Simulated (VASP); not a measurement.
The system is Mg.

```xyz
2
Lattice="3.2093 0.0000 0.0000 -1.6046 2.7793 0.0000 0.0000 0.0000 5.2103" Properties=species:S:1:pos:R:3 pbc="T T T"
Mg    0.0000    1.8529    1.3026
Mg    1.6047    0.9264    3.9077
```

- Program: VASP 6.6.1
- Task: relaxation of cell and atoms
- Functional: PBEsol
- Potentials or basis: VASP PAW PBE potentials, release 64 (Mg)
- Cutoff: 600 eV
- k mesh: 9 × 9 × 5
- Occupations: gaussian, width 0.1 eV
- Spin: no spin polarisation

At the start: pressure -1.2 GPa; volume 23.24 Å³/atom.

**Question.** Where does the relaxation end?

**Answer.** Over 5 steps the energy falls by 3.1 meV/atom and the volume is 22.44 Å³/atom (-3.4 %); space group P6_3/mmc (No. 194, to 0.05 Å).

Step by step:
| step | energy change (eV) | largest force (eV/Å) | pressure (GPa) | volume (Å³) |
| --- | --- | --- | --- | --- |
| 1 | 0.0000 | 0.0000 | -1.21 | 46.47 |
| 2 | -0.0057 | 0.0000 | -0.32 | 45.30 |
| 3 | -0.0061 | 0.0000 | 0.00 | 44.91 |
| 4 | -0.0061 | 0.0000 | 0.03 | 44.88 |
| 5 | -0.0061 | 0.0000 | 0.02 | 44.88 |

Final structure:
```xyz
2
Lattice="3.1693 0.0000 0.0000 -1.5847 2.7447 0.0000 0.0000 0.0000 5.1596" Properties=species:S:1:pos:R:3 pbc="T T T"
Mg    0.0000    1.8298    1.2899
Mg    1.5847    0.9149    3.8697
```

Caveat: the PAW data sets were made with another functional, which shifts forces and pressure a little.
